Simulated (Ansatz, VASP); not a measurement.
**Two plane-wave programs on Al3Cu**

POSCAR

```
Al3Cu
1.0
    2.7784054294      0.0000000000      0.0000000000
    0.0000000000      2.7784054294      0.0000000000
    0.0000000000      0.0000000000      7.5134034100
Al Cu
3 1
Direct
    0.0000000000      0.0000000000      0.5000000000
    0.5000000000      0.5000000000      0.2261155100
    0.5000000000      0.5000000000      0.7738844900
    0.0000000000      0.0000000000      0.0000000000
```

File INCAR.step1:

```
SYSTEM = Al3Cu
PREC = Accurate
ENCUT = 600
ISMEAR = 0
SIGMA = 0.1
LREAL = .FALSE.
LASPH = .TRUE.
NELM = 100
GGA = PE
ALGO = Normal
EDIFF = 1E-4
LWAVE = .TRUE.
LCHARG = .FALSE.
```

INCAR.step2

```
SYSTEM = Al3Cu
PREC = Accurate
ENCUT = 600
EDIFF = 1E-7
ISMEAR = 0
SIGMA = 0.1
LREAL = .FALSE.
LASPH = .TRUE.
NELM = 100
ALGO = Normal
ISIF = 3
LWAVE = .FALSE.
LCHARG = .FALSE.
METAGGA = R2SCAN
LMIXTAU = .TRUE.
IBRION = 2
NSW = 80
EDIFFG = -0.01
ISTART = 1
```

Contents of KPOINTS:

```
Automatic mesh
0
G
  2 2 1
  0 0 0
```

Input for Ansatz:

```yaml
crystal:
  lattice:
    - [2.7784054294, 0.0, 0.0]
    - [0.0, 2.7784054294, 0.0]
    - [0.0, 0.0, 7.51340341]
  atoms:
    - { symbol: Al, position: [0.0, 0.0, 0.5] }
    - { symbol: Al, position: [0.5, 0.5, 0.22611551] }
    - { symbol: Al, position: [0.5, 0.5, 0.77388449] }
    - { symbol: Cu, position: [0.0, 0.0, 0.0] }
basis:
  ecutwfc: 500
kpoints:
  mp_grid: { grid: [2, 2, 1] }
hamiltonian:
  xc: r2scan
scf:
  occupations: { method: gaussian, width: 0.1 }
output:
  forces: true
  stress: true
  eigenvalues: true
relax:
  adjacent_minimum: "off"
  f_tol: 0.01
  max_steps: 60
  cell: { stress_tol: 0.05 }
```

Alike in both runs: task relaxation of cell and atoms; functional r2SCAN; k mesh 2 × 2 × 1; occupations gaussian, width 0.1 eV; no spin polarisation.

|  | VASP | Ansatz |
| --- | --- | --- |
| version | VASP 6.6.1 | Ansatz 0.2.0 |
| potentials or method | VASP PAW PBE potentials, release 64 (Al, Cu), cutoff 600 eV | scalar-relativistic, plane waves, PAW |
| valence electrons in the cell | 20 | 28 |

VASP gave:

```
gap on the k mesh at the Fermi level, each at its own relaxed structure (eV) : none
relaxed volume (Å³/atom)                                                     : 14.59
relaxed cell length with the largest relative difference (Å)                 : 3.057
```

What did Ansatz give for the same quantities?

gap on the k mesh at the Fermi level, each at its own relaxed structure (eV): none; relaxed volume (Å³/atom): 14.62; relaxed cell length with the largest relative difference (Å): 3.059.

VASP's potentials were made for PBE, not for r2SCAN. A gap of «none» marks a metal or a gap that the smearing closes. VASP's potentials hold 20 valence electrons a cell and Ansatz's 28, so a difference there can come from the potentials and not from the codes.

The k mesh is coarse, so the values compare programs but aren't converged.
